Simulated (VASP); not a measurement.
Write the native input for VASP 6.6.1 that does the following.

```
Task                   : band structure
Functional             : revPBE
Potentials or basis    : VASP PAW PBE potentials, release 64 (Mo_sv, S)
Cutoff                 : 520 eV
k mesh                 : 13 × 13 × 1
Occupations            : gaussian, width 0.03 eV
Spin                   : no spin polarisation
Tolerance level        : standard
Dipole correction      : yes
Purpose                : bands
Route                  : KPOINTS_OPT
Further INCAR settings : ALGO = Normal; EDIFF = 1e-07; NBANDS = 26; NELMDL = -8
```

The structure of MoS2 lies in POSCAR:

```
MoS2
1.0
    3.1690000000      0.0000000000      0.0000000000
   -1.5845000000     -2.7444345046      0.0000000000
    0.0000000000      0.0000000000    -19.1302960000
Mo S
1 2
Direct
    0.0000000000      1.0000000000      0.5000000000
    0.3333333334      0.6666666666      0.5818151481
    0.3333333334      0.6666666666      0.4181848519
```

One way to write it, as run:

INCAR

```
SYSTEM = MoS2
ALGO = Normal
DIPOL = 0.5 0.5 0.500
EDIFF = 1E-7
EFERMI = MIDGAP
ENCUT = 520
GGA = RE
GGA_COMPAT = .False.
IDIPOL = 3
ISMEAR = 0
LASPH = .True.
LCHARG = .False.
LDIPOL = .True.
LMAXMIX = 4
LREAL = .False.
LWAVE = .False.
NBANDS = 26
NELM = 120
NELMDL = -8
PREC = Accurate
SIGMA = 0.03
```

KPOINTS

```
Automatic mesh
0
Gamma
  13 13 1
  0 0 0
```

KPOINTS_OPT

```
path GMKGALHA,LM,KH
32
line-mode
reciprocal
 0.0000000000  0.0000000000  0.0000000000  G
 0.5000000000  0.0000000000  0.0000000000  M

 0.5000000000  0.0000000000  0.0000000000  M
 0.3333333333  0.3333333333  0.0000000000  K

 0.3333333333  0.3333333333  0.0000000000  K
 0.0000000000  0.0000000000  0.0000000000  G

 0.0000000000  0.0000000000  0.0000000000  G
 0.0000000000  0.0000000000  0.5000000000  A

 0.0000000000  0.0000000000  0.5000000000  A
 0.5000000000  0.0000000000  0.5000000000  L

 0.5000000000  0.0000000000  0.5000000000  L
 0.3333333333  0.3333333333  0.5000000000  H

 0.3333333333  0.3333333333  0.5000000000  H
 0.0000000000  0.0000000000  0.5000000000  A

 0.5000000000  0.0000000000  0.5000000000  L
 0.5000000000  0.0000000000  0.0000000000  M

 0.3333333333  0.3333333333  0.0000000000  K
 0.3333333333  0.3333333333  0.5000000000  H
```

Potentials or basis: VASP PAW PBE potentials, release 64 (Mo_sv, S).

Run with:

```console
$ cat potpaw_PBE.64/Mo_sv/POTCAR potpaw_PBE.64/S/POTCAR > POTCAR
$ mpirun -np 1 vasp_std > vasp.out
```

Results of the run:

The largest force is 0.159 eV/Å and the band gap on the k mesh is 1.85 eV (least direct gap 1.88 eV). The band gap along the path is 1.73 eV.

Caveat: the PAW data sets were made with another functional, which shifts forces and pressure a little.

It took 7.5 min on 1 thread of Intel(R) Xeon(R) Platinum 8488C (Sapphire Rapids) (shared host), peak memory 0.34 GiB.
